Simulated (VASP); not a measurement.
# Hf2Be3Cl (P6/mmm) in VASP: a series of runs, part 2 of 2

VASP 6.6.1. Earlier steps stand in the parts before.

## Step 3: Relaxation of cell and atoms, PBE

This run uses another cell than the first one, of 17.23 Å³/atom, 1.006 times its volume.

Contents of INCAR:

```
PREC = Accurate
ENCUT = 600
EDIFF = 1E-7
ISMEAR = 0
SIGMA = 0.1
LREAL = False
LASPH = True
NELM = 100
ALGO = Normal
ISIF = 3
LWAVE = False
LCHARG = False
GGA = PE
IBRION = 2
NSW = 100
EDIFFG = -0.01
```

Contents of KPOINTS:

```
Automatic mesh
0
Gamma
  9 9 8
```

Contents of POSCAR:

```
Hf2Be3Cl
1.0
    5.1194692876      0.0000000000      0.0000000000
   -2.5597346438      4.4335904570      0.0000000000
    0.0000000000      0.0000000000      4.5539190848
Hf Be Cl
2 3 1
Direct
    0.3333333333      0.6666666667      0.0000000000
    0.6666666667      0.3333333333      0.0000000000
    0.5000000000      0.0000000000      0.5000000000
    0.5000000000      0.5000000000      0.5000000000
    0.0000000000      0.5000000000      0.5000000000
    0.0000000000      0.0000000000      0.0000000000
```

Potentials or basis: VASP PAW PBE potentials, release 64 (Hf_pv, Be, Cl).

Started as:

```bash
$ cat potpaw_PBE.64/Hf_pv/POTCAR potpaw_PBE.64/Be/POTCAR potpaw_PBE.64/Cl/POTCAR > POTCAR
$ mpirun -np 1 vasp_std > vasp.out
```

OUTCAR:

```text
PREC = Accurate
   ENCUT = 600
   EDIFF = 1E-7
   ISMEAR = 0
   LREAL = False
   LASPH = True
   NELM = 100
   ISIF = 3
   GGA = PE
   IBRION = 2
   NSW = 100
   EDIFFG = -0.01

 ion  position               nearest neighbor table
   1  0.333  0.667  0.000-   5 2.71   5 2.71   3 2.71   3 2.71   4 2.71   4 2.71   6 2.96   2 2.96
                             2 2.96   6 2.96   6 2.96   2 2.96
   2  0.667  0.333  0.000-   5 2.71   5 2.71   3 2.71   3 2.71   4 2.71   4 2.71   6 2.96   1 2.96
                             1 2.96   6 2.96   6 2.96   1 2.96
   3  0.500  0.000  0.500-   1 2.71   2 2.71   1 2.71   2 2.71
   4  0.500  0.500  0.500-   1 2.71   2 2.71   1 2.71   2 2.71
   5  0.000  0.500  0.500-   1 2.71   2 2.71   1 2.71   2 2.71
   6  0.000  0.000  0.000-   1 2.96   2 2.96   2 2.96   1 2.96   2 2.96   1 2.96

  LATTYP: Found a hexagonal cell.
 ALAT       =     5.1194692876
 C/A-ratio  =     0.8895295252

  Lattice vectors:

 A1 = (   5.1194692876,   0.0000000000,   0.0000000000)
 A2 = (  -2.5597346438,   4.4335904570,   0.0000000000)
 A3 = (   0.0000000000,   0.0000000000,   4.5539190848)

[... 189 lines left out ...]
  Direction    XX          YY          ZZ          XY          YZ          ZX
  --------------------------------------------------------------------------------------
  -------------------------------------------------------------------------------------
  Total       -0.3856463     -0.3856463     -0.0198599      0.0000000      0.0000000      0.0000000
  in kB       -5.9776974     -5.9776974     -0.3078371      0.0000000      0.0000000      0.0000000
  external PRESSURE =      -4.0877440 kB  Pullay stress =       0.0000000 kB
[... 147 lines left out ...]
--------------------------------------- Ionic step        5  -------------------------------------------

 number of electron      33.0000004 magnetization

 Free energy of the ion-electron system (eV)
  ---------------------------------------------------
  ext. energy  EPLUGINS =         0.00000000
  ---------------------------------------------------
  free energy    TOTEN  =       -30.26935472 eV

  energy without entropy =      -30.22370095  energy(sigma->0) =      -30.24652784

 E-fermi :   4.0190     XC(G=0): -10.0771

 val. band max:        4.0118558990   @ k =   0.4444  -0.0000   0.5000
 cond. band min:       4.0214170851   @ k =   0.4444   0.1111   0.3750
 fundamental gap:      0.0095611862
 Fermi energy:         4.0189765601

 k-point     1 :       0.0000    0.0000    0.0000
  band No.  band energies     occupation
      1     -26.4519      2.00000
      2     -26.4519      2.00000
      3     -26.1836      2.00000
      4     -26.0288      2.00000
      5     -25.8939      2.00000
      6     -25.8939      2.00000
[... 541 lines left out ...]
     19       4.0682      0.48644
     20       6.5221      0.00000

 [... further k-points ...]

------------------------ aborting loop because EDIFF is reached ----------------------------------------

  FORCE on cell =-STRESS in cart. coord.  units (eV):
  Direction    XX          YY          ZZ          XY          YZ          ZX
  --------------------------------------------------------------------------------------
  -------------------------------------------------------------------------------------
  Total        0.0085470      0.0085470      0.0073193      0.0000000     -0.0000000      0.0000000
  in kB        0.1336676      0.1336676      0.1144680      0.0000000     -0.0000000      0.0000000
  external PRESSURE =       0.1272678 kB  Pullay stress =       0.0000000 kB
[... 21 lines left out ...]
  FREE ENERGIE OF THE ION-ELECTRON SYSTEM (eV)
  ---------------------------------------------------
  free  energy   TOTEN  =       -30.2693547222 eV

  energy  without entropy=      -30.2237009516  energy(sigma->0) =      -30.24652784

 reached required accuracy - stopping structural energy minimisation
```

Run time: 7.2 min. Hardware: 1 thread of AMD EPYC 7R43 (Zen 3), shared host; peak memory 0.32 GiB.

What came out:

| Property | Result |
| --- | --- |
| Free energy | -30.2694 eV |
| Relaxed volume | 17.07 Å³/atom |
| Relaxed cell | a = 5.088 Å, b = 5.088 Å, c = 4.570 Å, α = 90.00°, β = 90.00°, γ = 120.00° |
| Space group after relaxing (to 0.05 Å) | P6/mmm (No. 191) |
| Energy gained by relaxing | 0.4 meV/atom |
| Ionic steps | 5 |
| Pressure after relaxing | 0.0 GPa |

Step by step:
```tsv
step	energy change (eV)	largest force (eV/Å)	pressure (GPa)	volume (Å³)
1	0.0000	0.0000	-0.41	103.36
2	-0.0016	0.0000	-0.03	102.71
3	-0.0017	0.0000	0.16	102.40
4	-0.0023	0.0000	0.05	102.43
5	-0.0023	0.0000	0.01	102.45
```

Final structure:
```cif
data_structure
_symmetry_space_group_name_H-M 'P 1'
_symmetry_Int_Tables_number 1
_cell_length_a 5.0878
_cell_length_b 5.0878
_cell_length_c 4.5698
_cell_angle_alpha 90.000
_cell_angle_beta 90.000
_cell_angle_gamma 120.000
_cell_volume 102.45
loop_
_atom_site_label
_atom_site_type_symbol
_atom_site_fract_x
_atom_site_fract_y
_atom_site_fract_z
_atom_site_occupancy
Hf1 Hf 0.33333 0.66667 0.00000 1
Hf2 Hf 0.66667 0.33333 0.00000 1
Be1 Be 0.50000 0.00000 0.50000 1
Be2 Be 0.50000 0.50000 0.50000 1
Be3 Be 0.00000 0.50000 0.50000 1
Cl1 Cl 0.00000 0.00000 0.00000 1
```

Levels at points of the mesh, in eV from the Fermi level:
```
           k point  band 14  band 15  band 16  band 17  band 18  band 19
(0.00, 0.00, 0.00)    -0.60    -0.60    -0.08    -0.08     0.90     1.53
(0.00, 0.00, 0.50)    -1.34    -1.27    -0.27    -0.27     0.43     0.43
```

Caveat: spin-orbit coupling is left out, which moves the levels of the heavy elements; an odd number of electrons without spin polarisation forces a metal; a magnetic or distorted state may lie lower.

## Step 4: Single point, PBE

This run uses another cell than the first one, of 14.42 Å³/atom, 0.842 times its volume.

Contents of INCAR:

```
SYSTEM = Hf2Be3Cl
ALGO     = Normal         ! electronic algorithm
EDIFF    = 1E-6           ! SCF threshold, eV
ENCUT    = 520            ! plane-wave cutoff, eV
GGA      = PE             ! functional
ISIF     = 2              ! what is computed and relaxed
ISMEAR   = 0              ! smearing method
LASPH    = .TRUE.         ! aspherical terms in the spheres
LCHARG   = .TRUE.         ! write CHGCAR
LELF     = .TRUE.         ! ELF
LREAL    = .FALSE.        ! projectors in reciprocal space
LVHAR    = .TRUE.       
LWAVE    = .FALSE.        ! write WAVECAR
NBANDS   = 26             ! bands
NELM     = 100            ! most SCF steps
PREC     = Accurate       ! precision mode
SIGMA    = 0.1            ! smearing width, eV
```

Contents of KPOINTS:

```
k-points
0
G
  6 6 6
  0 0 0
```

Contents of POSCAR:

```
Hf2Be3Cl
1.0
    5.6704864700      0.0000000000      0.0000000000
   -2.8352432400      4.9107853400      0.0000000000
    0.0000000000      0.0000000000      3.1061263900
Hf Be Cl
2 3 1
Direct
    0.3333333300      0.6666666700      0.0000000000
    0.6666666700      0.3333333300      0.0000000000
    0.5000000000      0.0000000000      0.5000000000
    0.5000000000      0.5000000000      0.5000000000
    0.0000000000      0.5000000000      0.5000000000
    0.0000000000      0.0000000000      0.0000000000
```

Potentials or basis: VASP PAW PBE potentials, release 64 (Hf_pv, Be, Cl).

Started as:

```bash
$ cat potpaw_PBE.64/Hf_pv/POTCAR potpaw_PBE.64/Be/POTCAR potpaw_PBE.64/Cl/POTCAR > POTCAR
$ mpirun -np 1 vasp_std > vasp.out
```

OUTCAR:

```text
SYSTEM = Hf2Be3Cl
   EDIFF = 1E-6
   ENCUT = 520
   GGA = PE
   ISIF = 2
   ISMEAR = 0
   LASPH = .TRUE.
   LREAL = .FALSE.
   NELM = 100
   PREC = Accurate

 ion  position               nearest neighbor table
   1  0.333  0.667  0.000-   5 2.26   5 2.26   3 2.26   3 2.26   4 2.26   4 2.26   2 3.27   2 3.27
                             2 3.27
   2  0.667  0.333  0.000-   5 2.26   5 2.26   3 2.26   3 2.26   4 2.26   4 2.26   1 3.27   1 3.27
                             1 3.27
   3  0.500  0.000  0.500-   1 2.26   2 2.26   1 2.26   2 2.26
   4  0.500  0.500  0.500-   1 2.26   2 2.26   1 2.26   2 2.26
   5  0.000  0.500  0.500-   1 2.26   2 2.26   1 2.26   2 2.26
   6  0.000  0.000  0.000-

  LATTYP: Found a hexagonal cell.
 ALAT       =     5.6704864700
 C/A-ratio  =     0.5477707083

  Lattice vectors:

 A1 = (   5.6704864700,   0.0000000000,   0.0000000000)
 A2 = (  -2.8352432400,   4.9107853400,   0.0000000000)
 A3 = (   0.0000000000,   0.0000000000,   3.1061263900)

Analysis of symmetry for initial positions (statically):
=====================================================================
 Subroutine PRICEL returns:
 Original cell was already a primitive cell.
[... 183 lines left out ...]
 Fermi energy:         4.3397967898

 k-point     1 :       0.0000    0.0000    0.0000
  band No.  band energies     occupation
      1     -24.9059      2.00000
      2     -24.9059      2.00000
      3     -24.6638      2.00000
      4     -24.6638      2.00000
      5     -24.5679      2.00000
      6     -24.5003      2.00000
[... 685 lines left out ...]
     25      10.6582      0.00000
     26      11.6110      0.00000

 [... further k-points ...]

------------------------ aborting loop because EDIFF is reached ----------------------------------------

  FORCE on cell =-STRESS in cart. coord.  units (eV):
  Direction    XX          YY          ZZ          XY          YZ          ZX
  --------------------------------------------------------------------------------------
  -------------------------------------------------------------------------------------
  Total       13.9906516     13.9906516     30.1520667     -0.0000000     -0.0000000      0.0000000
  in kB      259.1541278    259.1541283    558.5181289     -0.0000003     -0.0000000      0.0000000
  external PRESSURE =     358.9421283 kB  Pullay stress =       0.0000000 kB

 VOLUME and BASIS-vectors are now :
 -----------------------------------------------------------------------------
  energy-cutoff  :      520.00
  volume of cell :       86.49
      direct lattice vectors                 reciprocal lattice vectors
     5.670486470  0.000000000  0.000000000     0.176351713  0.101816709  0.000000000
    -2.835243240  4.910785340  0.000000000     0.000000000  0.203633417  0.000000000
     0.000000000  0.000000000  3.106126390     0.000000000  0.000000000  0.321944401

 POSITION                                       TOTAL-FORCE (eV/Angst)
 -----------------------------------------------------------------------------------
     -0.00000      3.27386      0.00000         0.000000      0.000000      0.000000
      2.83524      1.63693      0.00000        -0.000000     -0.000000     -0.000000
      2.83524      0.00000      1.55306         0.000000     -0.000000      0.000000
      1.41762      2.45539      1.55306         0.000000     -0.000000      0.000000
     -1.41762      2.45539      1.55306         0.000000     -0.000000      0.000000
      0.00000      0.00000      0.00000         0.000000     -0.000000      0.000000
 -----------------------------------------------------------------------------------
    total drift:                                0.000000     -0.000000     -0.000000

  FREE ENERGIE OF THE ION-ELECTRON SYSTEM (eV)
  ---------------------------------------------------
  free  energy   TOTEN  =       -24.6526261518 eV

  energy  without entropy=      -24.6155539730  energy(sigma->0) =      -24.63409006
```

Run time: 55 s. Hardware: 1 thread of AMD EPYC 7R43 (Zen 3), shared host; peak memory 0.19 GiB.

What came out:

* Free energy: -24.6526 eV
* Pressure: 35.9 GPa

Caveat: spin-orbit coupling is left out, which moves the levels of the heavy elements; an odd number of electrons without spin polarisation forces a metal; a magnetic or distorted state may lie lower.

## Step 5: Summary

| task | cell | k mesh | cutoff (eV) | gap on the mesh (eV) | pressure (GPa) |
| --- | --- | --- | --- | --- | --- |
| single point | a = 5.100, b = 5.100, c = 4.562 Å, angles 90.0, 90.0, 120.0°, 6 atoms | 9 × 9 × 8 | 520 | none | -0.1 |
| relaxation of cell and atoms | relaxed from a = 5.119, b = 5.119, c = 4.554 Å, angles 90.0, 90.0, 120.0°, 6 atoms | 9 × 9 × 8 | 600 | none | 0.0 |
| single point | a = 5.670, b = 5.670, c = 3.106 Å, angles 90.0, 90.0, 120.0°, 6 atoms | 6 × 6 × 6 | 520 | none | 35.9 |

Alike in all rows: level PBE; potentials or basis VASP PAW PBE potentials, release 64 (Hf_pv, Be, Cl); no spin polarisation; smearing gaussian 0.1 eV.

Caveats: spin-orbit coupling is left out, which moves the levels of the heavy elements; an odd number of electrons without spin polarisation forces a metal; a magnetic or distorted state may lie lower.

Absolute energies hang on the potentials; compare differences alone.
